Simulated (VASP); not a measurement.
HfTaN2, 4 atoms in the cell. It takes space group R-3m (No. 166, trigonal). The conventional cell has a = 3.173 Å, b = 3.173 Å, c = 15.403 Å, α = 90.00°, β = 90.00°, γ = 120.00°. Ta (site symmetry -3m) has 6 N at 2.24 Å within 3.0 Å. Hf (site symmetry -3m) has 6 N at 2.23 Å within 3.0 Å. N (site symmetry 3m) has 3 Hf at 2.23 Å and 3 Ta at 2.24 Å within 3.0 Å. 

```yaml
Program: VASP 6.6.1
Task: single point
Functional: PBEsol
Potentials_or_basis: VASP PAW PBE potentials, release 64 (Ta_pv, Hf_pv, N)
Cutoff: 520 eV
k_mesh: 10 × 10 × 10
Occupations: fermi-dirac, width 0.05 eV
Spin: no spin polarisation
Dipole_correction: no
Further_INCAR_settings: ALGO = Normal; EDIFF = 1e-06; NBANDS = 24
```

Potentials or basis: VASP PAW PBE potentials, release 64 (Ta_pv, Hf_pv, N).

Launch:

```sh
$ cat potpaw_PBE.64/Ta_pv/POTCAR potpaw_PBE.64/Hf_pv/POTCAR potpaw_PBE.64/N/POTCAR > POTCAR
$ mpirun -np 1 vasp_std > vasp.out
```

Hardware: 1 thread of Intel Xeon 8259CL, on a shared host.

Estimate the wall time of this run.

Run time: 9.6 min on 1 thread of Intel Xeon 8259CL, on a shared host, peak memory 0.35 GiB. Counts: scf iterations 14, k points 116.
